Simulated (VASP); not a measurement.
# CdTe (F-43m) in VASP: notebook

Runs on CdTe. Level: PBE. Tasks: single point.

Program: VASP 6.6.1. These are calculated values, not measurements. Logs are shortened: lines on timing, memory, paths and dates and some standing lists are left out, and cuts for length are marked.

### Step 1. The cell of the first run

It takes space group F-43m (No. 216, cubic). The conventional cell has a = 6.494 Å, b = 6.494 Å, c = 6.494 Å, α = 90.00°, β = 90.00°, γ = 90.00°. Cd (site symmetry -43m) has 4 Te at 2.81 Å within 3.7 Å. Within 3.7 Å of Te (site symmetry -43m) lie 4 Cd at 2.81 Å.

### Step 2. Single point, PBE

Contents of INCAR:

```
SYSTEM = CdTe
PREC = Accurate ; ENCUT = 500
EDIFF = 1E-6 ; ISMEAR = -1
SIGMA = 0.02 ; LREAL = .False.
LASPH = .True. ; NELM = 120
ALGO = Normal ; ISIF = 2
LWAVE = .False. ; LCHARG = .False.
GGA = PE ; NBANDS = 16
GGA_COMPAT = .False.
```

Contents of KPOINTS:

```
regular mesh
0
Gamma
  6 6 6
  0 0 0
```

Contents of POSCAR:

```
CdTe
1.0
    0.0000000000      3.2471758892      3.2471758892
    3.2471758892      0.0000000000      3.2471758892
    3.2471758892      3.2471758892      0.0000000000
Cd Te
1 1
Direct
    0.0000000000      0.0000000000      0.0000000000
    0.2500000000      0.2500000000      0.2500000000
```

Potentials or basis: VASP PAW PBE potentials, release 64 (Cd, Te).

On the command line:

```sh
> cat potpaw_PBE.64/Cd/POTCAR potpaw_PBE.64/Te/POTCAR > POTCAR
> mpirun -np 1 vasp_std > vasp.out
```

OUTCAR:

```text
SYSTEM = CdTe
   PREC = Accurate
   ENCUT = 500
   EDIFF = 1E-6
   ISMEAR = -1
   LREAL = .False.
   LASPH = .True.
   NELM = 120
   ISIF = 2
   GGA = PE

 ion  position               nearest neighbor table
   1  0.000  0.000  0.000-   2 2.81   2 2.81   2 2.81   2 2.81
   2  0.250  0.250  0.250-   1 2.81   1 2.81   1 2.81   1 2.81

  LATTYP: Found a face centered cubic cell.
 ALAT       =     6.4943517784

  Lattice vectors:

 A1 = (   0.0000000000,   3.2471758892,   3.2471758892)
 A2 = (   3.2471758892,   0.0000000000,   3.2471758892)
 A3 = (   3.2471758892,   3.2471758892,   0.0000000000)

Analysis of symmetry for initial positions (statically):
=====================================================================
 Subroutine PRICEL returns:
 Original cell was already a primitive cell.

 Routine SETGRP: Setting up the symmetry group for a
 face centered cubic supercell.

 Subroutine GETGRP returns: Found 24 space group operations
 (whereof 24 operations were pure point group operations)
 out of a pool of 48 trial point group operations.

The static configuration has the point symmetry T_d .

Analysis of symmetry for dynamics (positions and initial velocities):
=====================================================================
 Subroutine PRICEL returns:
 Original cell was already a primitive cell.

 Routine SETGRP: Setting up the symmetry group for a
 face centered cubic supercell.

 Subroutine GETGRP returns: Found 24 space group operations
 (whereof 24 operations were pure point group operations)
 out of a pool of 48 trial point group operations.

The dynamic configuration has the point symmetry T_d .

 Subroutine INISYM returns: Found 24 space group operations
 (whereof 24 operations are pure point group operations),
 and found     1 'primitive' translations

----------------------------------------------------------------------------------------

                                     Primitive cell

  volume of cell :      68.4774

  direct lattice vectors                    reciprocal lattice vectors
     0.000000000  3.247175889  3.247175889    -0.153979956  0.153979956  0.153979956
     3.247175889  0.000000000  3.247175889     0.153979956 -0.153979956  0.153979956
     3.247175889  3.247175889  0.000000000     0.153979956  0.153979956 -0.153979956

  length of vectors
     4.592200182  4.592200182  4.592200182     0.266701107  0.266701107  0.266701107

  position of ions in fractional coordinates (direct lattice)
     0.000000000  0.000000000  0.000000000
     0.250000000  0.250000000  0.250000000

  ion indices of the primitive-cell ions
   primitive index   ion index
                 1           1
                 2           2

----------------------------------------------------------------------------------------

 KPOINTS: regular mesh

Automatic generation of k-mesh.
 Grid dimensions read from file:
 generate k-points for:    6    6    6

 Generating k-lattice:

  Cartesian coordinates                     Fractional coordinates (reciprocal lattice)
    -0.025663326  0.025663326  0.025663326     0.166666667  0.000000000  0.000000000
     0.025663326 -0.025663326  0.025663326     0.000000000  0.166666667  0.000000000
     0.025663326  0.025663326 -0.025663326     0.000000000  0.000000000  0.166666667

  Length of vectors
     0.044450184  0.044450184  0.044450184

  Shift w.r.t. Gamma in fractional coordinates (k-lattice)
     0.000000000  0.000000000  0.000000000

 Subroutine IBZKPT returns following result:
 ===========================================

 Found     16 irreducible k-points:

 Following reciprocal coordinates:
            Coordinates               Weight
  0.000000  0.000000  0.000000      1.000000
  0.166667  0.000000  0.000000      8.000000
  0.333333  0.000000  0.000000      8.000000
  0.500000  0.000000  0.000000      4.000000
  0.166667  0.166667  0.000000      6.000000
  0.333333  0.166667  0.000000     24.000000
[... 8 lines left out ...]
 -0.333333  0.333333  0.166667     24.000000
 -0.333333  0.500000  0.166667     12.000000
   k-points           NKPTS =     16   k-points in BZ     NKDIM =     16   number of bands    NBANDS=     16
   number of dos      NEDOS =    301   number of ions     NIONS =      2
   total plane-waves  NPLWV =  46656
   dimension x,y,z NGX =    36 NGY =   36 NGZ =   36
   dimension x,y,z NGXF=    72 NGYF=   72 NGZF=   72
   ions per type =               1   1
   NGX,Y,Z   is equivalent  to a cutoff of  13.03, 13.03, 13.03 a.u.
   NGXF,Y,Z  is equivalent  to a cutoff of  26.07, 26.07, 26.07 a.u.
 SYSTEM =  CdTe
   PREC   = accura    normal or accurate (medium, high low for compatibility)
   ISTART =      0    job   : 0-new  1-cont  2-samecut
   ICHARG =      2    charge: 1-file 2-atom 10-const
   ISPIN  =      1    spin polarized calculation?
   LNONCOLLINEAR =      F non collinear calculations
   LSORBIT =      F    spin-orbit coupling
   LASPH  =      T    aspherical Exc in radial PAW
   ENCUT  =  500.0 eV  36.75 Ry    6.06 a.u.   8.37  8.37  8.37*2*pi/ulx,y,z
   NELM   =    120;   NELMIN=  2; NELMDL= -5     # of ELM steps
   EDIFF  = 0.1E-05   stopping-criterion for ELM
   LREAL  =      F    real-space projection
   EDIFFG = 0.1E-04   stopping-criterion for IOM
   NSW    =      0    number of steps for IOM
   IBRION =     -1    ionic relax: 0-MD 1-quasi-New 2-CG
   NFREE  =      0    steps in history (QN), initial steepest desc. (CG)
   ISIF   =      2    stress and relaxation
   ISYM   =      2    0-nonsym 1-usesym 2-fastsym
   POTIM  = 0.5000    time-step for ionic-motion
   TEBEG  =    0.0;   TEEND  =   0.0 temperature during run
   PSTRESS=    0.0 pullay stress
   NELECT =      18.0000    total number of electrons
   NUPDOWN=      -1.0000    fix difference up-down
   EMIN   =  10.00;   EMAX   =-10.00  energy-range for DOS
   EFERMI =   0.00;   METHOD = LEGACY
   ISMEAR =    -1;   SIGMA  =   0.02  broadening in eV -4-tet -1-fermi 0-gaus
   EFERMI_NEDOS =   21; number of points for ismear=-14 and -15
   IALGO  =     38    algorithm
   IMIX   =      4    mixing-type and parameters
     AMIX     =   0.40;   BMIX     =  1.00
     AMIX_MAG =   1.60;   BMIX_MAG =  1.00
  volume/ion in A,a.u.               =      34.24       231.05
  Fermi-wavevector in a.u.,A,eV,Ry     =   1.048697  1.981749 14.963205  1.099765
  Thomas-Fermi vector in A             =   2.183629
   LORBIT       =      0    0 simple, 1 ext, 2 COOP (PROOUT), +10 PAW based schemes
   GGA     = PE    functional components
   LHFCALC =     F    Hartree Fock is set to
   AEXX    =    0.0000 exact exchange contribution
   IVDW    =     0    specifies the selected vdW correction
   LEPSILON=     F    determine dielectric tensor
   LRPA    =     F    only Hartree local field effects (RPA)
 non-spin polarized calculation
  energy-cutoff  :      500.00
  volume of cell :       68.48
 maximum number of plane-waves:      1807
 NGX is ok and might be reduce to    36
   NGX = 17   NGY = 17   NGZ = 17

 number of electron      17.9999998 magnetization

 Free energy of the ion-electron system (eV)
  ---------------------------------------------------
  ext. energy  EPLUGINS =         0.00000000
  ---------------------------------------------------
  free energy    TOTEN  =        -4.77676424 eV

  energy without entropy =       -4.77676424  energy(sigma->0) =       -4.77676424

 E-fermi :   2.6761     XC(G=0):  -8.5558

 val. band max:        2.2935119950   @ k =   0.0000   0.0000   0.0000
 cond. band min:       3.0447658228   @ k =   0.0000   0.0000   0.0000
 fundamental gap:      0.7512538279
 Fermi energy:         2.6761440626

 k-point     1 :       0.0000    0.0000    0.0000
  band No.  band energies     occupation
      1      -8.8439      2.00000
      2      -5.9746      2.00000
      3      -5.9746      2.00000
      4      -5.9746      2.00000
      5      -5.7189      2.00000
      6      -5.7189      2.00000
[... 8 lines left out ...]
     15      11.6391      0.00000
     16      11.6391      0.00000

 k-point     2 :       0.1667    0.0000    0.0000
  band No.  band energies     occupation
      1      -8.7456      2.00000
      2      -5.9563      2.00000
      3      -5.9563      2.00000
      4      -5.8917      2.00000
      5      -5.7200      2.00000
      6      -5.7200      2.00000
[... 8 lines left out ...]
     15      10.7666      0.00000
     16      10.7666      0.00000

 k-point     3 :       0.3333    0.0000    0.0000
  band No.  band energies     occupation
      1      -8.5495      2.00000
      2      -5.9248      2.00000
      3      -5.9248      2.00000
      4      -5.7161      2.00000
      5      -5.7161      2.00000
      6      -5.6155      2.00000
[... 8 lines left out ...]
     15      11.1705      0.00000
     16      11.1705      0.00000

 k-point     4 :       0.5000    0.0000    0.0000
  band No.  band energies     occupation
      1      -8.4536      2.00000
      2      -5.9125      2.00000
      3      -5.9125      2.00000
      4      -5.7100      2.00000
      5      -5.7100      2.00000
      6      -5.3711      2.00000
[... 8 lines left out ...]
     15      12.5882      0.00000
     16      12.5882      0.00000

 k-point     5 :       0.1667    0.1667    0.0000
  band No.  band energies     occupation
      1      -8.7132      2.00000
      2      -5.9377      2.00000
      3      -5.9377      2.00000
      4      -5.8921      2.00000
      5      -5.7267      2.00000
      6      -5.7114      2.00000
[... 8 lines left out ...]
     15      11.4820      0.00000
     16      11.8784      0.00000

 k-point     6 :       0.3333    0.1667    0.0000
  band No.  band energies     occupation
      1      -8.5509      2.00000
      2      -5.9130      2.00000
      3      -5.9020      2.00000
      4      -5.7675      2.00000
      5      -5.7057      2.00000
      6      -5.6416      2.00000
[... 8 lines left out ...]
     15      12.0363      0.00000
     16      12.0694      0.00000

 k-point     7 :       0.5000    0.1667    0.0000
  band No.  band energies     occupation
      1      -8.4246      2.00000
      2      -5.8985      2.00000
      3      -5.8868      2.00000
      4      -5.7345      2.00000
      5      -5.7072      2.00000
      6      -5.3465      2.00000
[... 8 lines left out ...]
     15      12.3025      0.00000
     16      12.6727      0.00000

 k-point     8 :      -0.3333    0.1667    0.0000
  band No.  band energies     occupation
      1      -8.4556      2.00000
      2      -5.9006      2.00000
      3      -5.8995      2.00000
      4      -5.7222      2.00000
      5      -5.7210      2.00000
      6      -5.4284      2.00000
[... 8 lines left out ...]
     15      11.4760      0.00000
     16      12.6436      0.00000

 k-point     9 :      -0.1667    0.1667    0.0000
  band No.  band energies     occupation
      1      -8.6152      2.00000
      2      -5.9354      2.00000
      3      -5.9212      2.00000
      4      -5.7657      2.00000
      5      -5.7283      2.00000
      6      -5.6949      2.00000
[... 8 lines left out ...]
     15      11.2704      0.00000
     16      12.0603      0.00000

 k-point    10 :       0.3333    0.3333    0.0000
  band No.  band energies     occupation
      1      -8.4566      2.00000
      2      -5.8577      2.00000
      3      -5.8577      2.00000
      4      -5.8068      2.00000
      5      -5.6964      2.00000
      6      -5.5264      2.00000
[... 8 lines left out ...]
     15      12.5392      0.00000
     16      14.2722      0.00000

 k-point    11 :       0.5000    0.3333    0.0000
  band No.  band energies     occupation
      1      -8.3652      2.00000
      2      -5.8560      2.00000
      3      -5.8369      2.00000
      4      -5.7829      2.00000
      5      -5.6973      2.00000
      6      -5.2804      2.00000
[... 8 lines left out ...]
     15      12.9576      0.00000
     16      13.7483      0.00000

 k-point    12 :      -0.3333    0.3333    0.0000
  band No.  band energies     occupation
      1      -8.3656      2.00000
      2      -5.8751      2.00000
      3      -5.8558      2.00000
      4      -5.7455      2.00000
      5      -5.7141      2.00000
      6      -5.2212      2.00000
[... 8 lines left out ...]
     15      11.2916      0.00000
     16      14.4933      0.00000

 k-point    13 :       0.5000    0.5000    0.0000
  band No.  band energies     occupation
      1      -8.3350      2.00000
      2      -5.8208      2.00000
      3      -5.8141      2.00000
      4      -5.8141      2.00000
      5      -5.6888      2.00000
      6      -5.2336      2.00000
[... 8 lines left out ...]
     15      13.0927      0.00000
     16      13.8348      0.00000

 k-point    14 :       0.5000    0.3333    0.1667
  band No.  band energies     occupation
      1      -8.4258      2.00000
      2      -5.8808      2.00000
      3      -5.8733      2.00000
      4      -5.7590      2.00000
      5      -5.7065      2.00000
      6      -5.4044      2.00000
[... 8 lines left out ...]
     15      12.5595      0.00000
     16      13.6861      0.00000

 k-point    15 :      -0.3333    0.3333    0.1667
  band No.  band energies     occupation
      1      -8.3656      2.00000
      2      -5.8731      2.00000
      3      -5.8590      2.00000
      4      -5.7426      2.00000
      5      -5.7158      2.00000
      6      -5.2205      2.00000
[... 8 lines left out ...]
     15      12.7735      0.00000
     16      13.4677      0.00000

 k-point    16 :      -0.3333    0.5000    0.1667
  band No.  band energies     occupation
      1      -8.3362      2.00000
      2      -5.8454      2.00000
      3      -5.8448      2.00000
      4      -5.7654      2.00000
      5      -5.7062      2.00000
      6      -5.1731      2.00000
[... 8 lines left out ...]
     15      13.3345      0.00000
     16      13.6481      0.00000

------------------------ aborting loop because EDIFF is reached ----------------------------------------

  FORCE on cell =-STRESS in cart. coord.  units (eV):
  Direction    XX          YY          ZZ          XY          YZ          ZX
  --------------------------------------------------------------------------------------
  -------------------------------------------------------------------------------------
  Total        1.0405617      1.0405617      1.0405617     -0.0000000      0.0000000     -0.0000000
  in kB       24.3461889     24.3461889     24.3461889     -0.0000000      0.0000000     -0.0000000
  external PRESSURE =      24.3461889 kB  Pullay stress =       0.0000000 kB

 VOLUME and BASIS-vectors are now :
 -----------------------------------------------------------------------------
  energy-cutoff  :      500.00
  volume of cell :       68.48
      direct lattice vectors                 reciprocal lattice vectors
     0.000000000  3.247175889  3.247175889    -0.153979956  0.153979956  0.153979956
     3.247175889  0.000000000  3.247175889     0.153979956 -0.153979956  0.153979956
     3.247175889  3.247175889  0.000000000     0.153979956  0.153979956 -0.153979956

 POSITION                                       TOTAL-FORCE (eV/Angst)
 -----------------------------------------------------------------------------------
      0.00000      0.00000      0.00000        -0.000000      0.000000      0.000000
      1.62359      1.62359      1.62359         0.000000     -0.000000     -0.000000
 -----------------------------------------------------------------------------------
    total drift:                                0.000000      0.000000      0.000000

  FREE ENERGIE OF THE ION-ELECTRON SYSTEM (eV)
  ---------------------------------------------------
  free  energy   TOTEN  =        -4.7767642417 eV

  energy  without entropy=       -4.7767642416  energy(sigma->0) =       -4.77676424
```

Run time: 27 s. Hardware: 1 thread of Intel Xeon 8259CL, shared host; peak memory 0.21 GiB.

Results:

```
Free energy            : -4.7768 eV
Pressure               : 2.4 GPa
Band gap on the k mesh : 0.75 eV
```

Levels at points of the mesh, in eV from the valence-band top:
```
           k point  band 6  band 7  band 8  band 9  band 10  band 11  band 12  band 13
(0.00, 0.00, 0.00)   -8.01    0.00    0.00    0.00     0.75     4.60     4.60     4.60
(0.50, 0.00, 0.00)   -7.66   -4.39   -0.77   -0.77     1.81     5.19     5.19     7.08
(0.50, 0.50, 0.00)   -7.53   -4.28   -1.84   -1.84     2.62     2.67     8.81     9.10
```

Caveat: spin-orbit coupling is left out, which moves the levels of the heavy elements. Expect the measured gap to be larger: semilocal functionals such as PBE lack the derivative discontinuity.

### Step 3. Single point, PBE

This run uses another cell than the first one, of 34.90 Å³/atom.

Contents of INCAR:

```
PREC = Accurate
ENCUT = 500
EDIFF = 1E-6
ISMEAR = -1
SIGMA = 0.02
LREAL = False
LASPH = True
NELM = 120
ALGO = Normal
ISIF = 2
LWAVE = False
LCHARG = True
GGA = PE
LELF = True
LVHAR = True
NBANDS = 16
GGA_COMPAT = False
```

Contents of KPOINTS:

```
regular mesh
0
Gamma
  6 6 6
```

Contents of POSCAR:

```
CdTe
1.0
    0.0000000000      3.2678590959      3.2678590959
    3.2678590959      0.0000000000      3.2678590959
    3.2678590959      3.2678590959      0.0000000000
Cd Te
1 1
Direct
    0.0000000000      0.0000000000      0.0000000000
    0.2500000000      0.2500000000      0.2500000000
```

Potentials or basis: VASP PAW PBE potentials, release 64 (Cd, Te).

On the command line:

```sh
> cat potpaw_PBE.64/Cd/POTCAR potpaw_PBE.64/Te/POTCAR > POTCAR
> mpirun -np 1 vasp_std > vasp.out
```

Wall time 29 s (1 thread of Intel Xeon 8259CL, shared host); peak memory 0.21 GiB.

The run converged. Its results:

| Property | Result |
| --- | --- |
| Free energy | -4.7932 eV |
| Pressure | 1.6 GPa |
| Band gap on the k mesh | 0.69 eV |

Levels at points of the mesh, in eV from the valence-band top:
| k point | band 5 | band 6 | band 7 | band 8 | band 9 | band 10 | band 11 | band 12 | band 13 | band 14 |
| --- | --- | --- | --- | --- | --- | --- | --- | --- | --- | --- |
| (0.00, 0.00, 0.00) | -7.96 | -7.96 | 0.00 | 0.00 | 0.00 | 0.69 | 4.62 | 4.62 | 4.62 | 7.43 |
| (0.50, 0.00, 0.00) | -7.96 | -7.63 | -4.28 | -0.74 | -0.74 | 1.79 | 5.20 | 5.20 | 7.06 | 8.56 |
| (0.50, 0.50, 0.00) | -7.94 | -7.50 | -4.19 | -1.78 | -1.78 | 2.66 | 2.67 | 8.71 | 9.00 | 9.00 |

Caveat: spin-orbit coupling is left out, which moves the levels of the heavy elements. A hybrid or GW would open this gap; PBE tends to underestimate it.
